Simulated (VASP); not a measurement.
Set up this calculation in VASP 6.6.1, as the native input.

* Task: single point
* Functional: PBEsol
* Potentials or basis: VASP PAW PBE potentials, release 64 (Zr_sv, Mo_sv)
* Cutoff: 520 eV
* k mesh: 5 × 5 × 5
* Occupations: methfessel-paxton, width 0.15 eV
* Spin: no spin polarisation
* Dipole correction: no
* Further INCAR settings: ALGO = Normal; EDIFF = 1e-07; NBANDS = 64

The structure of ZrMo3 lies in POSCAR:

```
ZrMo3
1.0
    5.2060600000      0.0000000000      0.0000000000
    0.0000000000      5.2060600000      0.0000000000
    0.0000000000      0.0000000000      5.2060600000
Zr Mo
2 6
Direct
    0.5000000000      0.5000000000      0.5000000000
    0.0000000000      0.0000000000      0.0000000000
    0.0000000000      0.5000000000      0.2500000000
    0.0000000000      0.5000000000      0.7500000000
    0.5000000000      0.7500000000      0.0000000000
    0.5000000000      0.2500000000      0.0000000000
    0.7500000000      0.0000000000      0.5000000000
    0.2500000000      0.0000000000      0.5000000000
```

One way to write it, as run:

INCAR

```
SYSTEM = ZrMo3
  PREC = Accurate
  ENCUT = 520
  EDIFF = 1E-7
  ISMEAR = 1
  SIGMA = 0.15
  LREAL = .FALSE.
  LASPH = .TRUE.
  NELM = 60
  ALGO = Normal
  ISIF = 2
  LWAVE = .FALSE.
  LCHARG = .FALSE.
  GGA = PS
  NBANDS = 64
```

KPOINTS

```
regular mesh
0
G
  5 5 5
  0 0 0
```

Potentials or basis: VASP PAW PBE potentials, release 64 (Zr_sv, Mo_sv).

Launch:

```console
$ cat potpaw_PBE.64/Zr_sv/POTCAR potpaw_PBE.64/Mo_sv/POTCAR > POTCAR
$ mpirun -np 1 vasp_std > vasp.out
```

It gave:

| Quantity | Value |
| --- | --- |
| Pressure | -7.9 GPa |
| Band gap on the k mesh | zero (band 54 reaches 10.76 eV, above the bottom of band 55 at 10.59 eV) |

Caveat: the PAW data sets were made with another functional, which shifts forces and pressure a little.

Wall time 84 s on 1 thread of AMD EPYC 7R13 Processor (Zen 3), with other jobs on the host, peak memory 0.23 GiB.
